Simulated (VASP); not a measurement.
# Mg (P6_3/mmc) in VASP: a series of runs

Runs on Mg. Level: revPBE. Tasks: single point, relaxation of cell and atoms.

Everything below comes from runs of VASP 6.6.1. Logs are shortened: lines on timing, memory, paths and dates and some standing lists are left out, and cuts for length are marked.

## 1. The cell of the first run

It takes space group P6_3/mmc (No. 194, hexagonal). Conventional cell: a = 3.348 Å, b = 3.348 Å, c = 5.436 Å, α = 90.00°, β = 90.00°, γ = 120.00°. Within 4.4 Å of Mg (site symmetry -6m2) lie 12 Mg at 3.34 to 3.35 Å.

## 2. Single point, revPBE (volume scaled by 1.12)

Contents of INCAR:

```
PREC = Accurate
ENCUT = 520
EDIFF = 1E-6
ISMEAR = -1
SIGMA = 0.1
LREAL = False
LASPH = True
NELM = 60
ALGO = Normal
ISIF = 2
LWAVE = False
LCHARG = False
GGA = RE
NBANDS = 9
```

Contents of KPOINTS:

```
regular mesh
0
Gamma
  18 18 10
```

Contents of POSCAR:

```
Mg
1.0
    3.3479007622      0.0000000000      0.0000000000
   -1.6739503811      2.8993671094      0.0000000000
    0.0000000000      0.0000000000      5.4357265360
Mg
2
Direct
    0.3333333333      0.6666666667      0.2500000000
    0.6666666667      0.3333333333      0.7500000000
```

Potentials or basis: VASP PAW PBE potentials, release 64 (Mg).

The run is started by

```console
cat potpaw_PBE.64/Mg/POTCAR > POTCAR
mpirun -np 1 vasp_std > vasp.out
```

OUTCAR:

```text
PREC = Accurate
   ENCUT = 520
   EDIFF = 1E-6
   ISMEAR = -1
   LREAL = False
   LASPH = True
   NELM = 60
   ISIF = 2
   GGA = RE

 ion  position               nearest neighbor table
   1  0.333  0.667  0.250-   2 3.34   2 3.34   2 3.34   2 3.34   2 3.34   2 3.34
   2  0.667  0.333  0.750-   1 3.34   1 3.34   1 3.34   1 3.34   1 3.34   1 3.34

  LATTYP: Found a hexagonal cell.
 ALAT       =     3.3479007622
 C/A-ratio  =     1.6236223598

  Lattice vectors:

 A1 = (   3.3479007622,   0.0000000000,   0.0000000000)
 A2 = (  -1.6739503811,   2.8993671094,   0.0000000000)
 A3 = (   0.0000000000,   0.0000000000,   5.4357265360)

Analysis of symmetry for initial positions (statically):
=====================================================================
 Subroutine PRICEL returns:
 Original cell was already a primitive cell.

 Routine SETGRP: Setting up the symmetry group for a
 hexagonal supercell.

 Subroutine GETGRP returns: Found 24 space group operations
 (whereof 12 operations were pure point group operations)
 out of a pool of 24 trial point group operations.

The static configuration has the point symmetry D_3d.
 The point group associated with its full space group is D_6h.

Analysis of symmetry for dynamics (positions and initial velocities):
=====================================================================
 Subroutine PRICEL returns:
 Original cell was already a primitive cell.

 Routine SETGRP: Setting up the symmetry group for a
 hexagonal supercell.

 Subroutine GETGRP returns: Found 24 space group operations
 (whereof 12 operations were pure point group operations)
 out of a pool of 24 trial point group operations.

The dynamic configuration has the point symmetry D_3d.
 The point group associated with its full space group is D_6h.

 Subroutine INISYM returns: Found 24 space group operations
 (whereof 12 operations are pure point group operations),
 and found     1 'primitive' translations

----------------------------------------------------------------------------------------

                                     Primitive cell

  volume of cell :      52.7635

  direct lattice vectors                    reciprocal lattice vectors
     3.347900762  0.000000000  0.000000000     0.298694636  0.172451429  0.000000000
    -1.673950381  2.899367109  0.000000000     0.000000000  0.344902857  0.000000000
     0.000000000  0.000000000  5.435726536     0.000000000  0.000000000  0.183968048

  length of vectors
     3.347900762  3.347900762  5.435726536     0.344902857  0.344902857  0.183968048

  position of ions in fractional coordinates (direct lattice)
     0.333333333  0.666666667  0.250000000
     0.666666667  0.333333333  0.750000000

  ion indices of the primitive-cell ions
   primitive index   ion index
                 1           1
                 2           2

----------------------------------------------------------------------------------------

 KPOINTS: regular mesh

Automatic generation of k-mesh.
 Grid dimensions read from file:
 generate k-points for:   18   18   10

 Generating k-lattice:

  Cartesian coordinates                     Fractional coordinates (reciprocal lattice)
     0.016594146  0.009580635  0.000000000     0.055555556 -0.000000000  0.000000000
     0.000000000  0.019161270  0.000000000     0.000000000  0.055555556  0.000000000
     0.000000000  0.000000000  0.018396805     0.000000000  0.000000000  0.100000000

  Length of vectors
     0.019161270  0.019161270  0.018396805

  Shift w.r.t. Gamma in fractional coordinates (k-lattice)
     0.000000000  0.000000000  0.000000000

 Subroutine IBZKPT returns following result:
 ===========================================

 Found    222 irreducible k-points:

 Following reciprocal coordinates:
            Coordinates               Weight
  0.000000  0.000000  0.000000      1.000000
  0.055556  0.000000  0.000000      6.000000
  0.111111  0.000000  0.000000      6.000000
  0.166667  0.000000  0.000000      6.000000
  0.222222  0.000000  0.000000      6.000000
  0.277778  0.000000  0.000000      6.000000
[... 16 lines left out ...]
  0.333333  0.111111  0.000000     12.000000
  0.388889  0.111111  0.000000     12.000000
 [... further k-points ...]
   k-points           NKPTS =    222   k-points in BZ     NKDIM =    222   number of bands    NBANDS=      9
   number of dos      NEDOS =    301   number of ions     NIONS =      2
   total plane-waves  NPLWV =  31360
   dimension x,y,z NGX =    28 NGY =   28 NGZ =   40
   dimension x,y,z NGXF=    56 NGYF=   56 NGZF=   80
   ions per type =               2
   NGX,Y,Z   is equivalent  to a cutoff of  13.90, 13.90, 12.23 a.u.
   NGXF,Y,Z  is equivalent  to a cutoff of  27.81, 27.81, 24.47 a.u.
 SYSTEM =  unknown system
   PREC   = accura    normal or accurate (medium, high low for compatibility)
   ISTART =      0    job   : 0-new  1-cont  2-samecut
   ICHARG =      2    charge: 1-file 2-atom 10-const
   ISPIN  =      1    spin polarized calculation?
   LNONCOLLINEAR =      F non collinear calculations
   LSORBIT =      F    spin-orbit coupling
   LASPH  =      T    aspherical Exc in radial PAW
   ENCUT  =  520.0 eV  38.22 Ry    6.18 a.u.   6.22  6.22 10.11*2*pi/ulx,y,z
   NELM   =     60;   NELMIN=  2; NELMDL= -5     # of ELM steps
   EDIFF  = 0.1E-05   stopping-criterion for ELM
   LREAL  =      F    real-space projection
   EDIFFG = 0.1E-04   stopping-criterion for IOM
   NSW    =      0    number of steps for IOM
   IBRION =     -1    ionic relax: 0-MD 1-quasi-New 2-CG
   NFREE  =      0    steps in history (QN), initial steepest desc. (CG)
   ISIF   =      2    stress and relaxation
   ISYM   =      2    0-nonsym 1-usesym 2-fastsym
   POTIM  = 0.5000    time-step for ionic-motion
   TEBEG  =    0.0;   TEEND  =   0.0 temperature during run
   PSTRESS=    0.0 pullay stress
   NELECT =       4.0000    total number of electrons
   NUPDOWN=      -1.0000    fix difference up-down
   EMIN   =  10.00;   EMAX   =-10.00  energy-range for DOS
   EFERMI =   0.00;   METHOD = LEGACY
   ISMEAR =    -1;   SIGMA  =   0.10  broadening in eV -4-tet -1-fermi 0-gaus
   EFERMI_NEDOS =   21; number of points for ismear=-14 and -15
   IALGO  =     38    algorithm
   IMIX   =      4    mixing-type and parameters
     AMIX     =   0.40;   BMIX     =  1.00
     AMIX_MAG =   1.60;   BMIX_MAG =  1.00
  volume/ion in A,a.u.               =      26.38       178.03
  Fermi-wavevector in a.u.,A,eV,Ry     =   0.692868  1.309330  6.531691  0.480066
  Thomas-Fermi vector in A             =   1.774921
   LORBIT       =      0    0 simple, 1 ext, 2 COOP (PROOUT), +10 PAW based schemes
   GGA     = RE    functional components
   LHFCALC =     F    Hartree Fock is set to
   AEXX    =    0.0000 exact exchange contribution
   IVDW    =     0    specifies the selected vdW correction
   LEPSILON=     F    determine dielectric tensor
   LRPA    =     F    only Hartree local field effects (RPA)
 non-spin polarized calculation
  energy-cutoff  :      520.00
  volume of cell :       52.76
 maximum number of plane-waves:      1448
 NGX is ok and might be reduce to    28
   NGX = 13   NGY = 13   NGZ = 21

 number of electron       4.0000000 magnetization

 Free energy of the ion-electron system (eV)
  ---------------------------------------------------
  ext. energy  EPLUGINS =         0.00000000
  ---------------------------------------------------
  free energy    TOTEN  =        -2.67057932 eV

  energy without entropy =       -2.63984693  energy(sigma->0) =       -2.65521312

 E-fermi :   2.0346     XC(G=0):  -7.9961

 val. band max:        2.0278398651   @ k =   0.2778   0.2778   0.3000
 cond. band min:       2.0466095675   @ k =   0.4444   0.1111   0.4000
 fundamental gap:      0.0187697024
 Fermi energy:         2.0345721827

 k-point     1 :       0.0000    0.0000    0.0000
  band No.  band energies     occupation
      1      -4.3195      2.00000
      2       0.5548      2.00000
      3       0.8069      1.99999
      4      12.0783      0.00000
      5      12.0783      0.00000
      6      12.1963      0.00000
      7      12.1963      0.00000
      8      13.0782      0.00000
      9      14.2509      0.00000

 k-point     2 :       0.0556    0.0000    0.0000
  band No.  band energies     occupation
      1      -4.2641      2.00000
      2       0.6061      2.00000
      3       0.8613      1.99998
      4      10.7802      0.00000
      5      11.3188      0.00000
      6      12.0804      0.00000
      7      13.0475      0.00000
      8      13.6718      0.00000
      9      14.8858      0.00000

 k-point     3 :       0.1111    0.0000    0.0000
  band No.  band energies     occupation
      1      -4.0983      2.00000
      2       0.7601      1.99999
      3       1.0240      1.99992
      4       9.2010      0.00000
      5      10.5993      0.00000
      6      11.4240      0.00000
      7      13.6247      0.00000
      8      13.6765      0.00000
      9      14.0130      0.00000

 k-point     4 :       0.1667    0.0000    0.0000
  band No.  band energies     occupation
      1      -3.8224      2.00000
      2       1.0167      1.99992
      3       1.2928      1.99880
      4       7.6561      0.00000
      5       9.9759      0.00000
      6      10.7065      0.00000
      7      12.1115      0.00000
      8      12.6173      0.00000
      9      14.3655      0.00000
[... 205 lines left out ...]
 k-point    22 :       0.2778    0.1111    0.0000
  band No.  band energies     occupation
      1      -2.1816      2.00000
      2       2.5564      0.01077
      3       2.7137      0.00224
      4       3.8110      0.00000
      5       6.3847      0.00000
      6       8.1351      0.00000
      7       8.7283      0.00000
      8      11.0006      0.00000
      9      11.4168      0.00000

 k-point    23 :       0.3333    0.1111    0.0000
  band No.  band energies     occupation
      1      -1.4784      2.00000
      2       2.2546      0.19939
      3       3.2216      0.00001
      4       3.7313      0.00000
      5       6.0648      0.00000
      6       6.9619      0.00000
      7       7.6906      0.00000
      8      10.7302      0.00000
      9      11.1853      0.00000

 k-point    24 :       0.3889    0.1111    0.0000
  band No.  band energies     occupation
      1      -0.6735      2.00000
      2       1.2228      1.99940
      3       3.9805      0.00000
      4       4.3903      0.00000
      5       5.7084      0.00000
      6       5.8961      0.00000
      7       6.8961      0.00000
      8      10.5691      0.00000
      9      11.0454      0.00000

 [... further k-points ...]
[... 5 lines left out ...]
  --------------------------------------------------------------------------------------
  -------------------------------------------------------------------------------------
  Total       -1.0580615     -1.0580615     -1.0602151      0.0000000      0.0000000      0.0000000
  in kB      -32.1283256    -32.1283256    -32.1937225      0.0000000      0.0000000      0.0000000
  external PRESSURE =     -32.1501245 kB  Pullay stress =       0.0000000 kB

 VOLUME and BASIS-vectors are now :
 -----------------------------------------------------------------------------
  energy-cutoff  :      520.00
  volume of cell :       52.76
      direct lattice vectors                 reciprocal lattice vectors
     3.347900762  0.000000000  0.000000000     0.298694636  0.172451429  0.000000000
    -1.673950381  2.899367109  0.000000000     0.000000000  0.344902857  0.000000000
     0.000000000  0.000000000  5.435726536     0.000000000  0.000000000  0.183968048

 POSITION                                       TOTAL-FORCE (eV/Angst)
 -----------------------------------------------------------------------------------
     -0.00000      1.93291      1.35893         0.000000      0.000000      0.000000
      1.67395      0.96646      4.07679        -0.000000     -0.000000      0.000000
 -----------------------------------------------------------------------------------
    total drift:                                0.000000     -0.000000      0.000000

  FREE ENERGIE OF THE ION-ELECTRON SYSTEM (eV)
  ---------------------------------------------------
  free  energy   TOTEN  =        -2.6705793159 eV

  energy  without entropy=       -2.6398469250  energy(sigma->0) =       -2.65521312
```

Run time: 45 s. Hardware: 1 thread of Intel Xeon 6975P-C, shared host; peak memory 0.25 GiB.

What came out:

| Property | Result |
| --- | --- |
| Free energy | -2.6706 eV |
| Pressure | -3.2 GPa |
| Band gap on the k mesh | zero (band 2 reaches 3.02 eV, above the bottom of band 3 at 0.81 eV) |

Levels at points of the mesh, in eV from the Fermi level:
| k point | band 1 | band 2 | band 3 | band 4 | band 5 | band 6 |
| --- | --- | --- | --- | --- | --- | --- |
| (0.00, 0.00, 0.00) | -6.35 | -1.48 | -1.23 | 10.04 | 10.04 | 10.16 |
| (0.50, 0.00, 0.00) | -2.01 | -1.92 | 2.46 | 2.92 | 2.94 | 3.32 |
| (0.00, 0.00, 0.50) | -5.09 | -5.09 | 4.63 | 4.63 | 10.88 | 10.88 |
| (0.50, 0.00, 0.50) | -0.97 | -0.97 | -0.46 | -0.46 | 7.32 | 7.32 |

Caveat: the PAW data sets were made with another functional, which shifts forces and pressure a little.

[end of part 1 of 2]
